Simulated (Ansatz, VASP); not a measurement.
SbMo in VASP and in Ansatz

The input POSCAR:

```
SbMo
1.0
    4.3582954797      0.0000000000      0.0000000000
   -2.1791477398      3.7743946027      0.0000000000
    0.0000000000      0.0000000000      5.2527398165
Mo Sb
2 2
Direct
    0.0000000000      0.0000000000      0.0000000000
    0.0000000000      0.0000000000      0.5000000000
    0.3333333333      0.6666666667      0.2500000000
    0.6666666667      0.3333333333      0.7500000000
```

Contents of INCAR.step1:

```
PREC     = Accurate       # precision mode
ENCUT    = 520            # plane-wave cutoff, eV
ISMEAR   = 0              # smearing method
SIGMA    = 0.05           # smearing width, eV
LREAL    = False          # projectors in reciprocal space
LASPH    = True           # aspherical terms in the spheres
NELM     = 80             # most SCF steps
NBANDS   = 27             # bands
GGA      = PE             # functional
ALGO     = Normal         # electronic algorithm
EDIFF    = 1E-4           # SCF threshold, eV
LWAVE    = True           # write WAVECAR
LCHARG   = False          # write CHGCAR
```

The input INCAR.step2:

```
PREC     = Accurate       # precision mode
ENCUT    = 520            # plane-wave cutoff, eV
EDIFF    = 1E-7           # SCF threshold, eV
ISMEAR   = 0              # smearing method
SIGMA    = 0.05           # smearing width, eV
LREAL    = False          # projectors in reciprocal space
LASPH    = True           # aspherical terms in the spheres
NELM     = 80             # most SCF steps
ALGO     = Normal         # electronic algorithm
ISIF     = 2              # what is computed and relaxed
LWAVE    = False          # write WAVECAR
LCHARG   = True           # write CHGCAR
METAGGA  = R2SCAN         # meta-GGA
LMIXTAU  = True         
LELF     = True           # ELF
LVHAR    = True         
NBANDS   = 27             # bands
ISTART   = 1
```

The input KPOINTS:

```
regular mesh
0
Gamma
  10 10 6
```

Input for Ansatz:

```yaml
crystal:
  lattice:
    - [4.3582954797, 0.0, 0.0]
    - [-2.1791477398, 3.7743946027, 0.0]
    - [0.0, 0.0, 5.2527398165]
  atoms:
    - { symbol: Mo, position: [0.0, 0.0, 0.0] }
    - { symbol: Mo, position: [0.0, 0.0, 0.5] }
    - { symbol: Sb, position: [0.3333333333, 0.6666666667, 0.25] }
    - { symbol: Sb, position: [0.6666666667, 0.3333333333, 0.75] }
basis:
  ecutwfc: 500
  ecutrho_ratio: 4
kpoints:
  mp_grid: { grid: [10, 10, 6] }
hamiltonian:
  xc: r2scan
scf:
  occupations: { method: gaussian, width: 0.05 }
output:
  forces: true
  stress: true
  eigenvalues: true
  populations: true
  write_density: true
  write_potential: true
  elf: true
  volumetric_format: npy
```

Alike in both runs: task single point; functional r2SCAN; k mesh 10 × 10 × 6; occupations gaussian, width 0.05 eV; no spin polarisation.

```csv
,VASP,Ansatz
version,VASP 6.6.1,Ansatz 0.2.0
potentials or method,"VASP PAW PBE potentials, release 64 (Mo_sv, Sb), cutoff 520 eV","scalar-relativistic, plane waves, PAW"
valence electrons in the cell,38,58
```

Ansatz gave:

- gap on the k mesh at the Fermi level (eV): none
- pressure (GPa): -1.7
- traceless stress, the component that is largest in VASP (GPa): -0.17

Problem. What did VASP give for the same quantities?

Solution. gap on the k mesh at the Fermi level (eV): none; pressure (GPa): -1.4; traceless stress, the component that is largest in VASP (GPa): -0.07.

VASP's potentials were made for PBE, not for r2SCAN. A gap of «none» marks a metal or a gap that the smearing closes. With one functional, cell and mesh, what is left measures potentials, basis and numerics. VASP's potentials hold 38 valence electrons a cell and Ansatz's 58, so a difference there can come from the potentials and not from the codes.

Neither program's run includes spin-orbit coupling.
